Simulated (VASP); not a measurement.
# TiB2 (P6/mmm) in VASP: further runs, part 2 of 2

VASP 6.6.1. The steps go on from the part before.

## 3. Relaxation of cell and atoms, LDA

This run uses another cell than the first one, of 8.53 Å³/atom.

Contents of INCAR:

```
SYSTEM = TiB2
PREC = Accurate
ENCUT = 600
EDIFF = 1E-6
ISMEAR = 0
SIGMA = 0.1
LREAL = .FALSE.
LASPH = .TRUE.
NELM = 100
ALGO = Normal
ISIF = 3
LWAVE = .FALSE.
LCHARG = .FALSE.
IBRION = 2
NSW = 100
EDIFFG = -0.05
```

Contents of KPOINTS:

```
Automatic mesh
0
G
  9 9 6
  0 0 0
```

Contents of POSCAR:

```
TiB2
1.0
    3.0259273100      0.0000000000      0.0000000000
   -1.5129636600      2.6205299200      0.0000000000
    0.0000000000      0.0000000000      3.2287677100
Ti B
1 2
Direct
    0.0000000000      0.0000000000      0.0000000000
    0.3333333300      0.6666666700      0.5000000000
    0.6666666700      0.3333333300      0.5000000000
```

Potentials or basis: VASP PAW LDA potentials, release 64 (Ti_sv, B).

Run with:

```console
cat potpaw_LDA.64/Ti_sv/POTCAR potpaw_LDA.64/B/POTCAR > POTCAR
mpirun -np 1 vasp_std > vasp.out
```

OUTCAR:

```text
SYSTEM = TiB2
   PREC = Accurate
   ENCUT = 600
   EDIFF = 1E-6
   ISMEAR = 0
   LREAL = .FALSE.
   LASPH = .TRUE.
   NELM = 100
   ISIF = 3
   IBRION = 2
   NSW = 100
   EDIFFG = -0.05

 ion  position               nearest neighbor table
   1  0.000  0.000  0.000-   2 2.38   3 2.38   2 2.38   3 2.38   3 2.38   3 2.38   2 2.38   2 2.38
                             3 2.38   3 2.38   2 2.38   2 2.38
   2  0.333  0.667  0.500-   3 1.75   3 1.75   3 1.75   1 2.38   1 2.38   1 2.38   1 2.38   1 2.38
                             1 2.38
   3  0.667  0.333  0.500-   2 1.75   2 1.75   2 1.75   1 2.38   1 2.38   1 2.38   1 2.38   1 2.38
                             1 2.38

  LATTYP: Found a hexagonal cell.
 ALAT       =     3.0259273100
 C/A-ratio  =     1.0670341285

  Lattice vectors:

 A1 = (   3.0259273100,   0.0000000000,   0.0000000000)
 A2 = (  -1.5129636600,   2.6205299200,   0.0000000000)
 A3 = (   0.0000000000,   0.0000000000,   3.2287677100)

Analysis of symmetry for initial positions (statically):
=====================================================================
 Subroutine PRICEL returns:
 Original cell was already a primitive cell.

 Routine SETGRP: Setting up the symmetry group for a
 hexagonal supercell.

 Subroutine GETGRP returns: Found 24 space group operations
 (whereof 24 operations were pure point group operations)
 out of a pool of 24 trial point group operations.

[... 160 lines left out ...]
  ---------------------------------------------------
  ext. energy  EPLUGINS =         0.00000000
  ---------------------------------------------------
  free energy    TOTEN  =       -26.88841424 eV

  energy without entropy =      -26.88767643  energy(sigma->0) =      -26.88804534

 E-fermi :   9.9942     XC(G=0): -12.9620

 val. band max:        9.8517920727   @ k =   0.1111   0.0000   0.5000
 cond. band min:      10.0610821277   @ k =   0.2222   0.2222   0.0000
 fundamental gap:      0.2092900550
 Fermi energy:         9.9941663290

 k-point     1 :       0.0000    0.0000    0.0000
  band No.  band energies     occupation
      1     -46.2949      2.00000
      2     -23.0421      2.00000
      3     -22.7102      2.00000
      4     -22.7102      2.00000
      5      -3.3648      2.00000
      6       7.3586      2.00000
      7       7.3586      2.00000
      8       7.6705      2.00000
      9       7.8196      2.00000
     10      11.8208      0.00000
     11      11.8208      0.00000
     12      13.5818      0.00000
     13      13.5818      0.00000
[... 478 lines left out ...]
--------------------------------------- Ionic step        4  -------------------------------------------

 number of electron      18.0000003 magnetization

 Free energy of the ion-electron system (eV)
  ---------------------------------------------------
  ext. energy  EPLUGINS =         0.00000000
  ---------------------------------------------------
  free energy    TOTEN  =       -26.92432246 eV

  energy without entropy =      -26.92370938  energy(sigma->0) =      -26.92401592

 E-fermi :  10.4700     XC(G=0): -13.1620

 val. band max:       10.2986797339   @ k =   0.1111   0.0000   0.5000
 cond. band min:      10.5426607061   @ k =   0.0000   0.0000   0.3333
 fundamental gap:      0.2439809722
 Fermi energy:        10.4699555908

 k-point     1 :       0.0000    0.0000    0.0000
  band No.  band energies     occupation
      1     -45.7178      2.00000
      2     -22.4636      2.00000
      3     -22.1245      2.00000
      4     -22.1245      2.00000
      5      -3.1036      2.00000
      6       7.6532      2.00000
      7       7.6532      2.00000
      8       8.2131      2.00000
      9       8.2599      2.00000
     10      12.4149      0.00000
     11      12.4149      0.00000
     12      14.3165      0.00000
     13      14.3165      0.00000
[... 398 lines left out ...]
  FREE ENERGIE OF THE ION-ELECTRON SYSTEM (eV)
  ---------------------------------------------------
  free  energy   TOTEN  =       -26.9243224601 eV

  energy  without entropy=      -26.9237093804  energy(sigma->0) =      -26.92401592

 reached required accuracy - stopping structural energy minimisation
```

OSZICAR:

```text
N       E                     dE             d eps       ncg     rms          rms(c)
DAV:   1     0.140498014006E+03    0.14050E+03   -0.10274E+04  1248   0.177E+03
DAV:   2    -0.209242605533E+02   -0.16142E+03   -0.15709E+03  1273   0.426E+02
DAV:   3    -0.316889307921E+02   -0.10765E+02   -0.10603E+02  1749   0.101E+02
[... 38 lines left out ...]
DAV:   2    -0.269254293706E+02    0.21994E-02   -0.88419E-03  1279   0.971E-01    0.240E-01
DAV:   3    -0.269243741509E+02    0.10552E-02   -0.14027E-03  1453   0.498E-01    0.521E-02
DAV:   4    -0.269243276390E+02    0.46512E-04   -0.14937E-04  1551   0.153E-01    0.124E-02
DAV:   5    -0.269243227781E+02    0.48609E-05   -0.11766E-05  1338   0.443E-02    0.445E-03
DAV:   6    -0.269243224601E+02    0.31798E-06   -0.57741E-07   854   0.101E-02
   4 F= -.26924322E+02 E0= -.26924016E+02  d E =-.150449E-02
```

Run time: 27 s. Hardware: 1 thread of AMD EPYC 9R45 (Zen 5), shared host; peak memory 0.12 GiB.

Results:

| Quantity | Value |
| --- | --- |
| Free energy | -26.9243 eV |
| Relaxed volume | 8.19 Å³/atom |
| Relaxed cell | a = 2.997 Å, b = 2.997 Å, c = 3.160 Å, α = 90.00°, β = 90.00°, γ = 120.00° |
| Space group after relaxing (to 0.1 Å) | P6/mmm (No. 191) |
| Energy gained by relaxing | 12.0 meV/atom |
| Ionic steps | 4 |
| Pressure after relaxing | -0.1 GPa |
| Band gap on the k mesh | zero (bands 9 and 10 overlap by 0.39 eV) |

The path:
```tsv
step	energy change (eV)	largest force (eV/Å)	pressure (GPa)	volume (Å³)
1	0.0000	0.0000	-10.24	25.60
2	-0.0011	0.0000	11.91	23.63
3	-0.0344	0.0000	0.17	24.59
4	-0.0359	0.0000	-0.06	24.58
```

Final structure:
```cif
data_structure
_symmetry_space_group_name_H-M 'P 1'
_symmetry_Int_Tables_number 1
_cell_length_a 2.9967
_cell_length_b 2.9967
_cell_length_c 3.1600
_cell_angle_alpha 90.000
_cell_angle_beta 90.000
_cell_angle_gamma 120.000
_cell_volume 24.58
loop_
_atom_site_label
_atom_site_type_symbol
_atom_site_fract_x
_atom_site_fract_y
_atom_site_fract_z
_atom_site_occupancy
Ti1 Ti 0.00000 0.00000 0.00000 1
B1 B 0.33333 0.66667 0.50000 1
B2 B 0.66667 0.33333 0.50000 1
```

Levels at points of the mesh, in eV from the Fermi level:
```tsv
k point	band 7	band 8	band 9	band 10	band 11	band 12
(0.00, 0.00, 0.00)	-2.82	-2.26	-2.21	1.94	1.94	3.85
(0.00, 0.00, 0.50)	-0.64	-0.64	-0.32	-0.32	0.38	0.38
```

The gap in the log of VASP goes by the Fermi energy; the results here count the filled bands.